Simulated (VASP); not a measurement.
Write the native input for VASP 6.6.1 that does the following.

```
Task                   : single point
Functional             : r2SCAN
Potentials or basis    : VASP PAW PBE potentials, release 64 (Te, Be)
Cutoff                 : 520 eV
k mesh                 : 8 × 8 × 8
Occupations            : fermi-dirac, width 0.05 eV
Spin                   : no spin polarisation
Dipole correction      : no
Further INCAR settings : ALGO = Normal; EDIFF = 1e-06; NBANDS = 11
```

The system is BeTe.

```
Te Be
1.0
     0.00000    2.77000    2.77000
     2.77000    0.00000    2.77000
     2.77000    2.77000    0.00000
Te Be
1 1
Direct
  0.75000 0.75000 0.75000
  0.00000 0.00000 0.00000
```

One way to write it, as run:

POSCAR

```
BeTe
1.0
    0.0000000000      2.7700000000      2.7700000000
    2.7700000000      0.0000000000      2.7700000000
    2.7700000000      2.7700000000      0.0000000000
Te Be
1 1
Direct
    0.7500000000      0.7500000000      0.7500000000
    0.0000000000      0.0000000000      0.0000000000
```

INCAR.step1

```
SYSTEM = BeTe
  ALGO = Normal
  EDIFF = 1E-4
  ENCUT = 520
  GGA = PE
  ISMEAR = -1
  LASPH = .True.
  LCHARG = .False.
  LREAL = .False.
  LWAVE = .True.
  NBANDS = 11
  NELM = 80
  PREC = Accurate
  SIGMA = 0.05
```

INCAR.step2

```
SYSTEM = BeTe
  ALGO = Normal
  EDIFF = 1E-6
  ENCUT = 520
  ISIF = 2
  ISMEAR = -1
  ISTART = 1
  LASPH = .True.
  LCHARG = .False.
  LMIXTAU = .True.
  LREAL = .False.
  LWAVE = .False.
  METAGGA = R2SCAN
  NBANDS = 11
  NELM = 80
  PREC = Accurate
  SIGMA = 0.05
```

KPOINTS

```
k-points
0
Gamma
  8 8 8
  0 0 0
```

Potentials or basis: VASP PAW PBE potentials, release 64 (Te, Be).

The run is started by

```console
$ cat potpaw_PBE.64/Te/POTCAR potpaw_PBE.64/Be/POTCAR > POTCAR
$ cp INCAR.step1 INCAR
$ mpirun -np 1 vasp_std > vasp.out
$ cp INCAR.step2 INCAR
$ mpirun -np 1 vasp_std > vasp.out
```

It gave:

```yaml
Pressure: 4.4 GPa
Band_gap_on_the_k_mesh: 2.21 eV, indirect (least direct gap 3.96 eV)
```

Caveat: the PAW data sets were made with another functional, which shifts forces and pressure a little; spin-orbit coupling is left out, which moves the levels of the heavy elements.

It took 56 s on 1 thread of Intel(R) Xeon(R) Platinum 8259CL CPU @ 2.50GHz (Skylake/Cascade Lake), on a shared host, peak memory 0.17 GiB.
